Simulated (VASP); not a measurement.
# SrGe2Mo2 (P4mm) in VASP: further runs

The runs below take SrGe2Mo2 through single point, relaxation of cell and atoms, with PBE.

All numbers are computed with VASP 6.6.1; they aren't measurements. Logs are shortened: lines on timing, memory, paths and dates and some standing lists are left out, and cuts for length are marked.

**1. The cell of the first run**

It takes space group P4mm (No. 99, tetragonal). The conventional cell has a = 3.897 Å, b = 3.897 Å, c = 7.055 Å, α = 90.00°, β = 90.00°, γ = 90.00°. Within 2.8 Å of Sr (site symmetry 4mm) lie 2 Ge at 2.09 to 2.59 Å. Within 2.8 Å of Ge (site symmetry 4mm) lie 1 Sr at 2.09 Å and 1 Ge at 2.37 Å and 4 Mo at 2.75 Å. Ge (site symmetry 4mm) has 4 Mo at 2.00 Å and 1 Ge at 2.37 Å and 1 Sr at 2.59 Å within 2.6 Å. Mo (site symmetry 2mm) has 2 Ge at 2.00 Å within 2.6 Å.

The cell was generated, and may not be a known phase.

**2. Single point, PBE**

File INCAR:

```
PREC = Accurate ; ENCUT = 520
EDIFF = 1E-6 ; ISMEAR = 0
SIGMA = 0.1 ; LREAL = False
LASPH = True ; NELM = 60
ALGO = Normal ; ISIF = 2
LWAVE = False ; LCHARG = True
GGA = PE ; LELF = True
LVHAR = True ; NBANDS = 41
```

File KPOINTS:

```
Automatic mesh
0
Gamma
  4 4 4
```

File POSCAR:

```
SrGe2Mo2
1.0
    3.8969938100      0.0000000000      0.0000000000
    0.0000000000      3.8969938100      0.0000000000
    0.0000000000      0.0000000000      7.0554326300
Sr Ge Mo
1 2 2
Direct
    0.5000000000      0.5000000000      0.6981374900
    0.5000000000      0.5000000000      0.9950288000
    0.5000000000      0.5000000000      0.3313376600
    0.5000000000      0.0000000000      0.2695922900
    0.0000000000      0.5000000000      0.2695922900
```

Potentials or basis: VASP PAW PBE potentials, release 64 (Sr_sv, Ge_d, Mo_sv).

Started as:

```
> cat potpaw_PBE.64/Sr_sv/POTCAR potpaw_PBE.64/Ge_d/POTCAR potpaw_PBE.64/Mo_sv/POTCAR > POTCAR
> mpirun -np 1 vasp_std > vasp.out
```

OUTCAR:

```text
PREC = Accurate
   ENCUT = 520
   EDIFF = 1E-6
   ISMEAR = 0
   LREAL = False
   LASPH = True
   NELM = 60
   ISIF = 2
   GGA = PE

 ion  position               nearest neighbor table
   1  0.500  0.500  0.698-   2 2.09   3 2.59   4 3.60   5 3.60   4 3.60   5 3.60
   2  0.500  0.500  0.995-   1 2.09   3 2.37   4 2.75   5 2.75   4 2.75   5 2.75
   3  0.500  0.500  0.331-   4 2.00   5 2.00   4 2.00   5 2.00   2 2.37   1 2.59
   4  0.500  0.000  0.270-   3 2.00   3 2.00   2 2.75   2 2.75   5 2.76   5 2.76   5 2.76   5 2.76
                             1 3.60   1 3.60
   5  0.000  0.500  0.270-   3 2.00   3 2.00   2 2.75   2 2.75   4 2.76   4 2.76   4 2.76   4 2.76
                             1 3.60   1 3.60

  LATTYP: Found a simple tetragonal cell.
 ALAT       =     3.8969938100
 C/A-ratio  =     1.8104808409

  Lattice vectors:

 A1 = (   3.8969938100,   0.0000000000,   0.0000000000)
 A2 = (   0.0000000000,   3.8969938100,   0.0000000000)
 A3 = (   0.0000000000,   0.0000000000,   7.0554326300)

Analysis of symmetry for initial positions (statically):
=====================================================================
 Subroutine PRICEL returns:
 Original cell was already a primitive cell.

 Routine SETGRP: Setting up the symmetry group for a
 simple tetragonal supercell.

 Subroutine GETGRP returns: Found  8 space group operations
 (whereof  8 operations were pure point group operations)
 out of a pool of 16 trial point group operations.

The static configuration has the point symmetry C_4v.

Analysis of symmetry for dynamics (positions and initial velocities):
=====================================================================
 Subroutine PRICEL returns:
 Original cell was already a primitive cell.

 Routine SETGRP: Setting up the symmetry group for a
 simple tetragonal supercell.

 Subroutine GETGRP returns: Found  8 space group operations
 (whereof  8 operations were pure point group operations)
 out of a pool of 16 trial point group operations.

The dynamic configuration has the point symmetry C_4v.

 Subroutine INISYM returns: Found  8 space group operations
 (whereof  8 operations are pure point group operations),
 and found     1 'primitive' translations

----------------------------------------------------------------------------------------

                                     Primitive cell

  volume of cell :     107.1478

  direct lattice vectors                    reciprocal lattice vectors
     3.896993810  0.000000000  0.000000000     0.256608055  0.000000000  0.000000000
     0.000000000  3.896993810  0.000000000     0.000000000  0.256608055  0.000000000
     0.000000000  0.000000000  7.055432630     0.000000000  0.000000000  0.141734753

  length of vectors
     3.896993810  3.896993810  7.055432630     0.256608055  0.256608055  0.141734753

  position of ions in fractional coordinates (direct lattice)
     0.500000000  0.500000000  0.698137490
     0.500000000  0.500000000  0.995028800
     0.500000000  0.500000000  0.331337660
     0.500000000  0.000000000  0.269592290
     0.000000000  0.500000000  0.269592290

  ion indices of the primitive-cell ions
   primitive index   ion index
                 1           1
                 2           2
                 3           3
                 4           4
                 5           5

----------------------------------------------------------------------------------------

 KPOINTS: Automatic mesh

Automatic generation of k-mesh.
 Grid dimensions read from file:
 generate k-points for:    4    4    4

 Generating k-lattice:

  Cartesian coordinates                     Fractional coordinates (reciprocal lattice)
     0.064152014  0.000000000  0.000000000     0.250000000  0.000000000  0.000000000
     0.000000000  0.064152014  0.000000000     0.000000000  0.250000000  0.000000000
     0.000000000  0.000000000  0.035433688     0.000000000  0.000000000  0.250000000

  Length of vectors
     0.064152014  0.064152014  0.035433688

  Shift w.r.t. Gamma in fractional coordinates (k-lattice)
     0.000000000  0.000000000  0.000000000

 Subroutine IBZKPT returns following result:
 ===========================================

 Found     18 irreducible k-points:

 Following reciprocal coordinates:
            Coordinates               Weight
  0.000000  0.000000  0.000000      1.000000
  0.250000  0.000000  0.000000      4.000000
  0.500000  0.000000  0.000000      2.000000
  0.250000  0.250000  0.000000      4.000000
  0.500000  0.250000  0.000000      4.000000
  0.500000  0.500000  0.000000      1.000000
[... 10 lines left out ...]
  0.500000  0.250000  0.500000      4.000000
  0.500000  0.500000  0.500000      1.000000
   k-points           NKPTS =     18   k-points in BZ     NKDIM =     18   number of bands    NBANDS=     41
   number of dos      NEDOS =    301   number of ions     NIONS =      5
   total plane-waves  NPLWV =  48600
   dimension x,y,z NGX =    30 NGY =   30 NGZ =   54
   dimension x,y,z NGXF=    60 NGYF=   60 NGZF=  108
   ions per type =               1   2   2
   NGX,Y,Z   is equivalent  to a cutoff of  12.80, 12.80, 12.72 a.u.
   NGXF,Y,Z  is equivalent  to a cutoff of  25.60, 25.60, 25.45 a.u.
 SYSTEM =  unknown system
   PREC   = accura    normal or accurate (medium, high low for compatibility)
   ISTART =      0    job   : 0-new  1-cont  2-samecut
   ICHARG =      2    charge: 1-file 2-atom 10-const
   ISPIN  =      1    spin polarized calculation?
   LNONCOLLINEAR =      F non collinear calculations
   LSORBIT =      F    spin-orbit coupling
   LASPH  =      T    aspherical Exc in radial PAW
   ENCUT  =  520.0 eV  38.22 Ry    6.18 a.u.   7.25  7.25 13.12*2*pi/ulx,y,z
   NELM   =     60;   NELMIN=  2; NELMDL= -5     # of ELM steps
   EDIFF  = 0.1E-05   stopping-criterion for ELM
   LREAL  =      F    real-space projection
   EDIFFG = 0.1E-04   stopping-criterion for IOM
   NSW    =      0    number of steps for IOM
   IBRION =     -1    ionic relax: 0-MD 1-quasi-New 2-CG
   NFREE  =      0    steps in history (QN), initial steepest desc. (CG)
   ISIF   =      2    stress and relaxation
   ISYM   =      2    0-nonsym 1-usesym 2-fastsym
   POTIM  = 0.5000    time-step for ionic-motion
   TEBEG  =    0.0;   TEEND  =   0.0 temperature during run
   PSTRESS=    0.0 pullay stress
   NELECT =      66.0000    total number of electrons
   NUPDOWN=      -1.0000    fix difference up-down
   EMIN   =  10.00;   EMAX   =-10.00  energy-range for DOS
   EFERMI =   0.00;   METHOD = LEGACY
   ISMEAR =     0;   SIGMA  =   0.10  broadening in eV -4-tet -1-fermi 0-gaus
   EFERMI_NEDOS =   21; number of points for ismear=-14 and -15
   IALGO  =     38    algorithm
   IMIX   =      4    mixing-type and parameters
     AMIX     =   0.40;   BMIX     =  1.00
     AMIX_MAG =   1.60;   BMIX_MAG =  1.00
  volume/ion in A,a.u.               =      21.43       144.61
  Fermi-wavevector in a.u.,A,eV,Ry     =   1.392927  2.632251 26.398656  1.940246
  Thomas-Fermi vector in A             =   2.516623
   LORBIT       =      0    0 simple, 1 ext, 2 COOP (PROOUT), +10 PAW based schemes
   GGA     = PE    functional components
   LHFCALC =     F    Hartree Fock is set to
   AEXX    =    0.0000 exact exchange contribution
   IVDW    =     0    specifies the selected vdW correction
   LEPSILON=     F    determine dielectric tensor
   LRPA    =     F    only Hartree local field effects (RPA)
 non-spin polarized calculation
 Gauss-broadening in eV      SIGMA  =   0.10
  energy-cutoff  :      520.00
  volume of cell :      107.15
 maximum number of plane-waves:      2924
 NGX is ok and might be reduce to    30
   NGX = 15   NGY = 15   NGZ = 27

 number of electron      66.0000017 magnetization

 Free energy of the ion-electron system (eV)
  ---------------------------------------------------
  ext. energy  EPLUGINS =         0.00000000
  ---------------------------------------------------
  free energy    TOTEN  =       -14.04202704 eV

  energy without entropy =      -14.01626858  energy(sigma->0) =      -14.02914781

 E-fermi :   6.4983     XC(G=0): -10.4151

 val. band max:        6.4893903626   @ k =   0.5000   0.0000   0.2500
 cond. band min:       6.4983672500   @ k =   0.5000   0.5000   0.2500
 fundamental gap:      0.0089768873
 Fermi energy:         6.4983297561

 k-point     1 :       0.0000    0.0000    0.0000
  band No.  band energies     occupation
      1     -54.2062      2.00000
      2     -53.9729      2.00000
      3     -29.3681      2.00000
      4     -29.2851      2.00000
      5     -29.2851      2.00000
      6     -28.2900      2.00000
[... 33 lines left out ...]
     40       9.2647      0.00000
     41      10.4118      0.00000

 k-point     2 :       0.2500    0.0000    0.0000
  band No.  band energies     occupation
      1     -54.1691      2.00000
      2     -54.0039      2.00000
      3     -29.3667      2.00000
      4     -29.3225      2.00000
      5     -29.2125      2.00000
      6     -28.2490      2.00000
[... 33 lines left out ...]
     40       9.0982      0.00000
     41      10.9422      0.00000

 k-point     3 :       0.5000    0.0000    0.0000
  band No.  band energies     occupation
      1     -54.0898      2.00000
      2     -54.0770      2.00000
      3     -29.3875      2.00000
      4     -29.3377      2.00000
      5     -29.1265      2.00000
      6     -28.1719      2.00000
[... 33 lines left out ...]
     40       9.4440      0.00000
     41      10.3191      0.00000

 k-point     4 :       0.2500    0.2500    0.0000
  band No.  band energies     occupation
      1     -54.1414      2.00000
      2     -54.0246      2.00000
      3     -29.5688      2.00000
      4     -29.3495      2.00000
      5     -29.0140      2.00000
      6     -28.3530      2.00000
[... 561 lines left out ...]
     40       9.7412      0.00000
     41       9.9095      0.00000

 k-point    17 :       0.5000    0.2500    0.5000
  band No.  band energies     occupation
      1     -54.0827      2.00000
      2     -54.0763      2.00000
      3     -29.7043      2.00000
      4     -29.3432      2.00000
      5     -28.9120      2.00000
      6     -28.5128      2.00000
[... 33 lines left out ...]
     40       9.7387      0.00000
     41      10.1320      0.00000

 k-point    18 :       0.5000    0.5000    0.5000
  band No.  band energies     occupation
      1     -54.0756      2.00000
      2     -54.0756      2.00000
      3     -29.9117      2.00000
      4     -29.3352      2.00000
      5     -28.8124      2.00000
      6     -28.6715      2.00000
[... 33 lines left out ...]
     40       9.2914      0.00000
     41       9.6997      0.00000

------------------------ aborting loop because EDIFF is reached ----------------------------------------

  FORCE on cell =-STRESS in cart. coord.  units (eV):
  Direction    XX          YY          ZZ          XY          YZ          ZX
  --------------------------------------------------------------------------------------
  -------------------------------------------------------------------------------------
  Total       51.3446661     51.3446661     42.5781003      0.0000000      0.0000000      0.0000000
  in kB      767.7553215    767.7553215    636.6691135      0.0000000      0.0000000      0.0000000
  external PRESSURE =     724.0599189 kB  Pullay stress =       0.0000000 kB

 VOLUME and BASIS-vectors are now :
 -----------------------------------------------------------------------------
  energy-cutoff  :      520.00
  volume of cell :      107.15
      direct lattice vectors                 reciprocal lattice vectors
     3.896993810  0.000000000  0.000000000     0.256608055  0.000000000  0.000000000
     0.000000000  3.896993810  0.000000000     0.000000000  0.256608055  0.000000000
     0.000000000  0.000000000  7.055432630     0.000000000  0.000000000  0.141734753

 POSITION                                       TOTAL-FORCE (eV/Angst)
 -----------------------------------------------------------------------------------
      1.94850      1.94850      4.92566         0.000000      0.000000    -11.514912
      1.94850      1.94850      7.02036         0.000000     -0.000000     11.621734
      1.94850      1.94850      2.33773         0.000000     -0.000000     12.052640
      1.94850      0.00000      1.90209         0.000000      0.000000     -6.079731
      0.00000      1.94850      1.90209         0.000000      0.000000     -6.079731
 -----------------------------------------------------------------------------------
    total drift:                                0.000000      0.000000      0.000925

  FREE ENERGIE OF THE ION-ELECTRON SYSTEM (eV)
  ---------------------------------------------------
  free  energy   TOTEN  =       -14.0420270448 eV

  energy  without entropy=      -14.0162685823  energy(sigma->0) =      -14.02914781
```

It took 83 s on 1 thread of Oxide Virtual Turin-like, shared host; peak memory 0.22 GiB.

Results:

```
Free energy            : -14.0420 eV
Pressure               : 72.4 GPa
Largest force          : 12.053 eV/Å
Band gap on the k mesh : zero (bands 33 and 34 overlap by 1.01 eV)
```

Forces on the atoms (eV/Å):
```
Sr    0.000   0.000 -11.515
Ge    0.000   0.000  11.622
Ge    0.000   0.000  12.053
Mo    0.000   0.000  -6.080
Mo    0.000   0.000  -6.080
```

Stress tensor (GPa, compression positive):
```
76.78  0.00  0.00
 0.00 76.78  0.00
 0.00  0.00 63.67
```

Caveat: the k points lie up to 0.40 Å⁻¹ apart, too coarse for converged energies and pressures of a metal; forces of over 1 eV/Å act on the atoms, so gaps and moduli don't describe the material at rest.

**3. Relaxation of cell and atoms, PBE**

File INCAR:

```
ALGO = Normal ; EDIFF = 1E-6
EDIFFG = -0.04 ; ENCUT = 600
GGA = PE ; IBRION = 2
ISIF = 3 ; ISMEAR = 0
LASPH = True ; LCHARG = False
LREAL = False ; LWAVE = False
NELM = 80 ; NSW = 90
PREC = Accurate ; SIGMA = 0.1
```

File KPOINTS:

```
k-points
0
Gamma
  4 4 4
```

POSCAR is that of step 2.

Potentials or basis: VASP PAW PBE potentials, release 64 (Sr_sv, Ge_d, Mo_sv).

Started as:

```
> cat potpaw_PBE.64/Sr_sv/POTCAR potpaw_PBE.64/Ge_d/POTCAR potpaw_PBE.64/Mo_sv/POTCAR > POTCAR
> mpirun -np 1 vasp_std > vasp.out
```

Run time: 58 min. Hardware: 1 thread of Oxide Virtual Turin-like, shared host; peak memory 0.27 GiB.

Results (log left out):

| Quantity | Value |
| --- | --- |
| Free energy | -30.3643 eV |
| Relaxed volume | 27.60 Å³/atom |
| Relaxed cell | a = 3.676 Å, b = 3.676 Å, c = 10.212 Å, α = 90.00°, β = 90.00°, γ = 90.00° |
| Space group after relaxing (to 0.1 Å) | P4/mmm (No. 123) |
| Energy gained by relaxing | 3264.3 meV/atom |
| Ionic steps | 32 |
| Pressure after relaxing | 0.1 GPa |
| Largest force after relaxing | 0.039 eV/Å |
| Band gap on the k mesh | zero (bands 33 and 34 overlap by 1.20 eV) |

Forces on the atoms (eV/Å):
```
Sr   0.000  0.000 -0.038
Ge   0.000  0.000 -0.023
Ge   0.000  0.000 -0.016
Mo   0.000  0.000  0.039
Mo   0.000  0.000  0.039
```

Stress tensor (GPa, compression positive):
```
0.00 0.00 0.00
0.00 0.00 0.00
0.00 0.00 0.22
```

Step by step:
```csv
step,energy change (eV),largest force (eV/Å),pressure (GPa),volume (Å³)
1,0.0000,12.0514,72.39,107.15
2,1.0642,16.5676,-3.25,337.98
3,-4.2162,13.1295,-5.10,267.74
4,-7.8279,10.6662,-6.15,223.52
5,-11.8032,5.5894,2.20,158.29
6,-11.8178,5.2463,4.10,153.86
7,-11.8201,5.3896,3.29,155.64
8,-13.1261,1.7524,-3.25,177.10
9,-13.1336,1.5390,-2.88,174.43
10,-13.7114,2.8987,-0.21,164.57
11,-13.4571,7.7172,16.69,136.01
12,-14.1532,3.8842,3.49,154.83
13,-14.1917,4.3975,7.79,147.03
14,-14.2197,4.2245,6.19,149.75
15,-14.3942,3.8061,6.08,149.01
16,-14.7075,4.7315,6.22,146.66
17,-14.7159,5.3470,6.84,145.64
18,-15.0711,4.3725,3.95,148.85
19,-15.5677,2.1574,-2.82,158.56
20,-15.5720,1.9436,-3.43,159.56
21,-15.7258,1.6859,-3.16,157.07
22,-16.0804,1.2943,-2.19,149.64
23,-16.1420,0.6968,2.42,135.03
24,-16.2631,0.5689,-0.53,142.26
25,-16.2666,0.4569,-0.22,141.26
26,-16.2890,0.3374,-0.17,140.65
27,-16.3135,0.3316,-0.06,139.41
28,-16.3149,0.3321,0.01,138.97
29,-16.3195,0.1321,-0.16,138.82
30,-16.3206,0.0590,-0.27,138.70
31,-16.3214,0.0424,0.25,137.75
32,-16.3215,0.0385,0.08,138.01
```

Final structure:
```
Sr Ge Mo
1.0
     3.67624    0.00000    0.00000
     0.00000    3.67624    0.00000
     0.00000    0.00000   10.21209
Sr Ge Mo
1 2 2
Direct
  0.50000 0.50000 0.71361
  0.50000 0.50000 0.01790
  0.50000 0.50000 0.40758
  0.50000 0.00000 0.21230
  0.00000 0.50000 0.21230
```

Levels at points of the mesh, in eV from the Fermi level:
| k point | band 30 | band 31 | band 32 | band 33 | band 34 | band 35 | band 36 | band 37 |
| --- | --- | --- | --- | --- | --- | --- | --- | --- |
| (0.00, 0.00, 0.00) | -2.24 | -0.55 | -0.53 | 0.97 | 1.21 | 2.02 | 2.02 | 2.22 |
| (0.50, 0.00, 0.00) | -1.33 | -0.73 | -0.43 | -0.34 | 0.15 | 0.24 | 0.77 | 0.78 |
| (0.50, 0.50, 0.00) | -1.79 | -0.87 | -0.87 | -0.75 | -0.12 | 0.95 | 0.95 | 1.80 |
| (0.00, 0.00, 0.50) | -2.38 | -0.92 | -0.20 | 1.02 | 1.15 | 2.03 | 2.03 | 2.09 |
| (0.50, 0.00, 0.50) | -1.33 | -0.73 | -0.43 | 0.15 | 0.16 | 0.43 | 0.71 | 0.74 |
| (0.50, 0.50, 0.50) | -2.06 | -0.72 | -0.72 | -0.10 | -0.09 | 0.95 | 0.95 | 1.72 |

Caveat: the k points lie up to 0.43 Å⁻¹ apart in the final cell, too coarse for converged energies and pressures of a metal; the volume moved by over 15 % at a fixed basis, so the end points are rough.

The gap in the log of VASP goes by the Fermi energy; the results here count the filled bands.